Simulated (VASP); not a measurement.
A run of VASP 6.6.1 is set up as follows.

File INCAR:

```
ALGO = Normal
DIPOL = 0.5 0.5 0.500
EDIFF = 1E-7
ENCUT = 520
GGA = PE
IDIPOL = 3
ISIF = 2
ISMEAR = 0
LASPH = T
LCHARG = T
LDIPOL = T
LELF = T
LREAL = F
LVACPOTAV = T
LVHAR = T
LWAVE = F
NBANDS = 26
NELM = 80
PREC = Accurate
SIGMA = 0.05
```

Contents of KPOINTS:

```
k-points
0
Gamma
  9 9 1
```

POSCAR

```
SiC
1.0
    3.0920147210      0.0000000000      0.0000000000
   -1.5460073605      2.6777632973      0.0000000000
    0.0000000000      0.0000000000     22.2405341083
C Si
4 4
Direct
    0.3333333333      0.6666666667      0.3147406427
    0.6666666667      0.3333333333      0.4288076181
    0.3333333333      0.6666666667      0.5442357279
    0.6666666667      0.3333333333      0.6594687294
    0.6666666667      0.3333333333      0.3430584313
    0.3333333333      0.6666666667      0.4571254066
    0.6666666667      0.3333333333      0.5708939054
    0.3333333333      0.6666666667      0.6849536136
```

Potentials or basis: VASP PAW PBE potentials, release 64 (C, Si).

Launch:

```bash
$ cat potpaw_PBE.64/C/POTCAR potpaw_PBE.64/Si/POTCAR > POTCAR
$ mpirun -np 1 vasp_std > vasp.out
```

**Question.** Predict the band gap on the k mesh.

**Answer.** Zero (band 16 reaches 1.29 eV, above the bottom of band 17 at 0.97 eV).

**Question.** Predict the largest force.

**Answer.** 3.012 eV/Å.

Forces on the atoms (eV/Å):
```
C    0.000  0.000  2.410
C    0.000  0.000  1.277
C    0.000  0.000 -0.009
C    0.000  0.000  0.006
Si   0.000  0.000 -3.012
Si   0.000  0.000 -0.675
Si   0.000  0.000  0.009
Si   0.000  0.000 -0.007
```
